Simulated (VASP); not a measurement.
# B (P6/mmm) in VASP: further runs, part 2 of 2

VASP 6.6.1.

### 3 Single point, PBE

This run uses another cell than the first one, of 7.60 Å³/atom.

Input file INCAR:

```
SYSTEM = B
  PREC = Accurate
  ENCUT = 520
  EDIFF = 1E-7
  ISMEAR = 0
  SIGMA = 0.1
  LREAL = .False.
  LASPH = .True.
  NELM = 100
  ALGO = Normal
  ISIF = 2
  LWAVE = .False.
  LCHARG = .False.
  GGA = PE
  NBANDS = 10
```

Input file KPOINTS:

```
regular mesh
0
Gamma
  24 24 28
  0 0 0
```

Input file POSCAR:

```
B
1.0
    3.0112669286      0.0000000000      0.0000000000
   -1.5056334643      2.6078336578      0.0000000000
    0.0000000000      0.0000000000      1.9353538497
B
2
Direct
    0.3333333333      0.6666666667      0.0000000000
    0.6666666667      0.3333333333      0.0000000000
```

Potentials or basis: VASP PAW PBE potentials, release 64 (B).

Command:

```sh
$ cat potpaw_PBE.64/B/POTCAR > POTCAR
$ mpirun -np 1 vasp_std > vasp.out
```

OUTCAR:

```text
SYSTEM = B
   PREC = Accurate
   ENCUT = 520
   EDIFF = 1E-7
   ISMEAR = 0
   LREAL = .False.
   LASPH = .True.
   NELM = 100
   ISIF = 2
   GGA = PE

 ion  position               nearest neighbor table
   1  0.333  0.667  0.000-   2 1.74   2 1.74   2 1.74
   2  0.667  0.333  0.000-   1 1.74   1 1.74   1 1.74

  LATTYP: Found a hexagonal cell.
 ALAT       =     3.0112669286
 C/A-ratio  =     0.6427041825

  Lattice vectors:

 A1 = (   3.0112669286,   0.0000000000,   0.0000000000)
 A2 = (  -1.5056334643,   2.6078336578,   0.0000000000)
 A3 = (   0.0000000000,   0.0000000000,   1.9353538497)

Analysis of symmetry for initial positions (statically):
=====================================================================
 Subroutine PRICEL returns:
 Original cell was already a primitive cell.

 Routine SETGRP: Setting up the symmetry group for a
 hexagonal supercell.

 Subroutine GETGRP returns: Found 24 space group operations
 (whereof 24 operations were pure point group operations)
 out of a pool of 24 trial point group operations.

The static configuration has the point symmetry D_6h.

Analysis of symmetry for dynamics (positions and initial velocities):
=====================================================================
 Subroutine PRICEL returns:
 Original cell was already a primitive cell.

 Routine SETGRP: Setting up the symmetry group for a
 hexagonal supercell.

 Subroutine GETGRP returns: Found 24 space group operations
 (whereof 24 operations were pure point group operations)
 out of a pool of 24 trial point group operations.

The dynamic configuration has the point symmetry D_6h.

 Subroutine INISYM returns: Found 24 space group operations
 (whereof 24 operations are pure point group operations),
 and found     1 'primitive' translations

----------------------------------------------------------------------------------------

                                     Primitive cell

  volume of cell :      15.1981

  direct lattice vectors                    reciprocal lattice vectors
     3.011266929  0.000000000  0.000000000     0.332086136  0.191730020  0.000000000
    -1.505633464  2.607833658  0.000000000     0.000000000  0.383460040  0.000000000
     0.000000000  0.000000000  1.935353850     0.000000000  0.000000000  0.516701377

  length of vectors
     3.011266929  3.011266929  1.935353850     0.383460040  0.383460040  0.516701377

  position of ions in fractional coordinates (direct lattice)
     0.333333333  0.666666667  0.000000000
     0.666666667  0.333333333  0.000000000

  ion indices of the primitive-cell ions
   primitive index   ion index
                 1           1
                 2           2

----------------------------------------------------------------------------------------

 KPOINTS: regular mesh

Automatic generation of k-mesh.
 Grid dimensions read from file:
 generate k-points for:   24   24   28

 Generating k-lattice:

  Cartesian coordinates                     Fractional coordinates (reciprocal lattice)
     0.013836922  0.007988751  0.000000000     0.041666667  0.000000000  0.000000000
     0.000000000  0.015977502  0.000000000     0.000000000  0.041666667  0.000000000
     0.000000000  0.000000000  0.018453621     0.000000000  0.000000000  0.035714286

  Length of vectors
     0.015977502  0.015977502  0.018453621

  Shift w.r.t. Gamma in fractional coordinates (k-lattice)
     0.000000000  0.000000000  0.000000000

 Subroutine IBZKPT returns following result:
 ===========================================

 Found    915 irreducible k-points:

 Following reciprocal coordinates:
            Coordinates               Weight
  0.000000  0.000000  0.000000      1.000000
  0.041667  0.000000  0.000000      6.000000
  0.083333  0.000000  0.000000      6.000000
  0.125000 -0.000000  0.000000      6.000000
  0.166667  0.000000  0.000000      6.000000
  0.208333  0.000000  0.000000      6.000000
[... 16 lines left out ...]
  0.416667  0.041667  0.000000     12.000000
  0.458333  0.041667  0.000000     12.000000
 [... further k-points ...]
   k-points           NKPTS =    915   k-points in BZ     NKDIM =    915   number of bands    NBANDS=     10
   number of dos      NEDOS =    301   number of ions     NIONS =      2
   total plane-waves  NPLWV =   8064
   dimension x,y,z NGX =    24 NGY =   24 NGZ =   14
   dimension x,y,z NGXF=    48 NGYF=   48 NGZF=   28
   ions per type =               2
   NGX,Y,Z   is equivalent  to a cutoff of  13.25, 13.25, 12.03 a.u.
   NGXF,Y,Z  is equivalent  to a cutoff of  26.50, 26.50, 24.05 a.u.
 SYSTEM =  B
   PREC   = accura    normal or accurate (medium, high low for compatibility)
   ISTART =      0    job   : 0-new  1-cont  2-samecut
   ICHARG =      2    charge: 1-file 2-atom 10-const
   ISPIN  =      1    spin polarized calculation?
   LNONCOLLINEAR =      F non collinear calculations
   LSORBIT =      F    spin-orbit coupling
   LASPH  =      T    aspherical Exc in radial PAW
   ENCUT  =  520.0 eV  38.22 Ry    6.18 a.u.   5.60  5.60  3.60*2*pi/ulx,y,z
   NELM   =    100;   NELMIN=  2; NELMDL= -5     # of ELM steps
   EDIFF  = 0.1E-06   stopping-criterion for ELM
   LREAL  =      F    real-space projection
   EDIFFG = 0.1E-05   stopping-criterion for IOM
   NSW    =      0    number of steps for IOM
   IBRION =     -1    ionic relax: 0-MD 1-quasi-New 2-CG
   NFREE  =      0    steps in history (QN), initial steepest desc. (CG)
   ISIF   =      2    stress and relaxation
   ISYM   =      2    0-nonsym 1-usesym 2-fastsym
   POTIM  = 0.5000    time-step for ionic-motion
   TEBEG  =    0.0;   TEEND  =   0.0 temperature during run
   PSTRESS=    0.0 pullay stress
   NELECT =       6.0000    total number of electrons
   NUPDOWN=      -1.0000    fix difference up-down
   EMIN   =  10.00;   EMAX   =-10.00  energy-range for DOS
   EFERMI =   0.00;   METHOD = LEGACY
   ISMEAR =     0;   SIGMA  =   0.10  broadening in eV -4-tet -1-fermi 0-gaus
   EFERMI_NEDOS =   21; number of points for ismear=-14 and -15
   IALGO  =     38    algorithm
   IMIX   =      4    mixing-type and parameters
     AMIX     =   0.40;   BMIX     =  1.00
     AMIX_MAG =   1.60;   BMIX_MAG =  1.00
  volume/ion in A,a.u.               =       7.60        51.28
  Fermi-wavevector in a.u.,A,eV,Ry     =   1.200961  2.269486 19.623768  1.442306
  Thomas-Fermi vector in A             =   2.336782
   LORBIT       =      0    0 simple, 1 ext, 2 COOP (PROOUT), +10 PAW based schemes
   GGA     = PE    functional components
   LHFCALC =     F    Hartree Fock is set to
   AEXX    =    0.0000 exact exchange contribution
   IVDW    =     0    specifies the selected vdW correction
   LEPSILON=     F    determine dielectric tensor
   LRPA    =     F    only Hartree local field effects (RPA)
 non-spin polarized calculation
 Gauss-broadening in eV      SIGMA  =   0.10
  energy-cutoff  :      520.00
  volume of cell :       15.20
 maximum number of plane-waves:       439
 NGX is ok and might be reduce to    24
   NGX = 11   NGY = 11   NGZ =  7

 number of electron       6.0000000 magnetization

 Free energy of the ion-electron system (eV)
  ---------------------------------------------------
  ext. energy  EPLUGINS =         0.00000000
  ---------------------------------------------------
  free energy    TOTEN  =       -11.92225834 eV

  energy without entropy =      -11.91977505  energy(sigma->0) =      -11.92101669

 E-fermi :   5.4922     XC(G=0): -11.5522

 val. band max:        5.4850955545   @ k =   0.2917   0.1250   0.3929
 cond. band min:       5.4924267155   @ k =   0.0000   0.0000   0.3214
 fundamental gap:      0.0073311610
 Fermi energy:         5.4921982606

 k-point     1 :       0.0000    0.0000    0.0000
  band No.  band energies     occupation
      1      -9.1598      2.00000
      2       3.9091      2.00000
      3       3.9091      2.00000
      4      11.1259      0.00000
      5      11.1259      0.00000
      6      11.2504      0.00000
      7      17.9611      0.00000
      8      19.1629      0.00000
      9      25.8956      0.00000
     10      31.0682      0.00000
[... 287 lines left out ...]
 k-point    24 :       0.4583    0.0417    0.0000
  band No.  band energies     occupation
      1      -5.5857      2.00000
      2      -4.1201      2.00000
      3       1.2893      2.00000
      4       9.0621      0.00000
      5      19.5336      0.00000
      6      20.1957      0.00000
      7      20.8804      0.00000
      8      21.9117      0.00000
      9      22.5987      0.00000
     10      28.5138      0.00000

 [... further k-points ...]

------------------------ aborting loop because EDIFF is reached ----------------------------------------

  FORCE on cell =-STRESS in cart. coord.  units (eV):
  Direction    XX          YY          ZZ          XY          YZ          ZX
  --------------------------------------------------------------------------------------
  -------------------------------------------------------------------------------------
  Total        0.0045077      0.0045077      0.0022232      0.0000000     -0.0000000      0.0000000
  in kB        0.4751960      0.4751960      0.2343722      0.0000000     -0.0000000      0.0000000
  external PRESSURE =       0.3949214 kB  Pullay stress =       0.0000000 kB

 VOLUME and BASIS-vectors are now :
 -----------------------------------------------------------------------------
  energy-cutoff  :      520.00
  volume of cell :       15.20
      direct lattice vectors                 reciprocal lattice vectors
     3.011266929  0.000000000  0.000000000     0.332086136  0.191730020  0.000000000
    -1.505633464  2.607833658  0.000000000     0.000000000  0.383460040  0.000000000
     0.000000000  0.000000000  1.935353850     0.000000000  0.000000000  0.516701377

 POSITION                                       TOTAL-FORCE (eV/Angst)
 -----------------------------------------------------------------------------------
     -0.00000      1.73856      0.00000        -0.000000     -0.000000     -0.000000
      1.50563      0.86928      0.00000         0.000000      0.000000      0.000000
 -----------------------------------------------------------------------------------
    total drift:                                0.000000     -0.000000      0.000000

  FREE ENERGIE OF THE ION-ELECTRON SYSTEM (eV)
  ---------------------------------------------------
  free  energy   TOTEN  =       -11.9222583391 eV

  energy  without entropy=      -11.9197750490  energy(sigma->0) =      -11.92101669
```

Wall time 71 s (1 thread of Intel Xeon Platinum 8375C at 2.90GHz (Ice Lake), shared host); peak memory 0.22 GiB.

Results:

```yaml
Free_energy: -11.9223 eV
Pressure: 0.0 GPa
Band_gap_on_the_k_mesh: zero (bands 3 and 4 overlap by 5.05 eV)
```

Levels at points of the mesh, in eV from the Fermi level:
| k point | band 1 | band 2 | band 3 | band 4 | band 5 | band 6 |
| --- | --- | --- | --- | --- | --- | --- |
| (0.00, 0.00, 0.00) | -14.65 | -1.58 | -1.58 | 5.63 | 5.63 | 5.76 |
| (0.50, 0.00, 0.00) | -11.02 | -9.72 | -4.08 | 3.38 | 14.68 | 14.71 |
| (0.00, 0.00, 0.50) | -7.68 | -5.61 | 3.12 | 3.12 | 4.64 | 11.22 |
| (0.50, 0.00, 0.50) | -4.50 | -2.50 | -2.42 | -1.48 | 1.00 | 11.98 |

### 4 Relaxation of cell and atoms, PBE

This run uses another cell than the first one, of 7.52 Å³/atom.

Input file INCAR:

```
SYSTEM = B
PREC     = Accurate       ! precision mode
ENCUT    = 600            ! plane-wave cutoff, eV
EDIFF    = 1E-6           ! SCF threshold, eV
ISMEAR   = 0              ! smearing method
SIGMA    = 0.1            ! smearing width, eV
LREAL    = .FALSE.        ! projectors in reciprocal space
LASPH    = .TRUE.         ! aspherical terms in the spheres
NELM     = 60             ! most SCF steps
ALGO     = Normal         ! electronic algorithm
ISIF     = 3              ! what is computed and relaxed
LWAVE    = .FALSE.        ! write WAVECAR
LCHARG   = .FALSE.        ! write CHGCAR
GGA      = PE             ! functional
IBRION   = 2              ! ionic algorithm
NSW      = 100            ! ionic steps
EDIFFG   = -0.01          ! ionic threshold
```

Input file KPOINTS:

```
regular mesh
0
G
  24 24 28
  0 0 0
```

Input file POSCAR:

```
B
1.0
    3.0246345460      0.0000000000      0.0000000000
   -1.5123172730      2.6194103540      0.0000000000
    0.0000000000      0.0000000000      1.8973343804
B
2
Direct
    0.3333333333      0.6666666667      0.0000000000
    0.6666666667      0.3333333333      0.0000000000
```

Command:

```sh
$ cat potpaw_PBE.64/B/POTCAR > POTCAR
$ mpirun -np 1 vasp_std > vasp.out
```

It took 2.3 min on 1 thread of Intel Xeon Platinum 8375C at 2.90GHz (Ice Lake), shared host; peak memory 0.21 GiB.

Results (log left out):

| Quantity | Value |
| --- | --- |
| Free energy | -11.9238 eV |
| Relaxed volume | 7.60 Å³/atom |
| Relaxed cell | a = 3.012 Å, b = 3.012 Å, c = 1.934 Å, α = 90.00°, β = 90.00°, γ = 120.00° |
| Space group after relaxing (to 0.1 Å) | P6/mmm (No. 191) |
| Energy gained by relaxing | 3.6 meV/atom |
| Ionic steps | 5 |
| Pressure after relaxing | 0.0 GPa |
| Band gap on the k mesh | zero (bands 3 and 4 overlap by 5.04 eV) |

Stress tensor (GPa, compression positive):
```
-0.06  0.00  0.00
 0.00 -0.06  0.00
 0.00  0.00  0.12
```

Step by step:
| step | energy change (eV) | largest force (eV/Å) | pressure (GPa) | volume (Å³) |
| --- | --- | --- | --- | --- |
| 1 | 0.0000 | 0.0000 | 0.71 | 15.03 |
| 2 | -0.0069 | 0.0000 | 1.09 | 15.10 |
| 3 | -0.0069 | 0.0000 | 1.13 | 15.11 |
| 4 | -0.0072 | 0.0000 | -0.43 | 15.23 |
| 5 | -0.0073 | 0.0000 | 0.00 | 15.20 |

Final structure:
```cif
data_structure
_symmetry_space_group_name_H-M 'P 1'
_symmetry_Int_Tables_number 1
_cell_length_a 3.0117
_cell_length_b 3.0117
_cell_length_c 1.9344
_cell_angle_alpha 90.000
_cell_angle_beta 90.000
_cell_angle_gamma 120.000
_cell_volume 15.20
loop_
_atom_site_label
_atom_site_type_symbol
_atom_site_fract_x
_atom_site_fract_y
_atom_site_fract_z
_atom_site_occupancy
B1 B 0.33333 0.66667 0.00000 1
B2 B 0.66667 0.33333 0.00000 1
```

Levels at points of the mesh, in eV from the Fermi level:
| k point | band 1 | band 2 | band 3 | band 4 | band 5 | band 6 | band 7 |
| --- | --- | --- | --- | --- | --- | --- | --- |
| (0.00, 0.00, 0.00) | -14.66 | -1.59 | -1.59 | 5.62 | 5.62 | 5.74 | 12.49 |
| (0.50, 0.00, 0.00) | -11.03 | -9.73 | -4.08 | 3.37 | 14.66 | 14.72 | 14.98 |
| (0.00, 0.00, 0.50) | -7.68 | -5.61 | 3.12 | 3.12 | 4.62 | 11.22 | 11.22 |
| (0.50, 0.00, 0.50) | -4.51 | -2.50 | -2.42 | -1.49 | 1.00 | 11.98 | 13.11 |

### 5 Summary

```csv
task,cell,k mesh,cutoff (eV),gap on the mesh (eV),pressure (GPa),relaxed volume (Å³/atom)
relaxation of cell and atoms,"relaxed from a = 2.148, b = 2.148, c = 2.664 Å, angles 90.0, 90.0, 120.0°, 2 atoms",12 × 12 × 6,600,none,0.0,7.48
single point,"a = 3.011, b = 3.011, c = 1.935 Å, angles 90.0, 90.0, 120.0°, 2 atoms",24 × 24 × 28,520,none,0.0,-
relaxation of cell and atoms,"relaxed from a = 3.025, b = 3.025, c = 1.897 Å, angles 90.0, 90.0, 120.0°, 2 atoms",24 × 24 × 28,600,none,0.0,7.60
```

Alike in all rows: level PBE; potentials or basis VASP PAW PBE potentials, release 64 (B); no spin polarisation; smearing gaussian 0.1 eV.

Caveats: some runs use coarse meshes; the volume moved by over 15 % at a fixed basis, so the end points are rough (at least some runs).

Total energies depend on the potentials used, so only differences within one code and one set of settings carry meaning.

The gap in the log of VASP goes by the Fermi energy; the results here count the filled bands.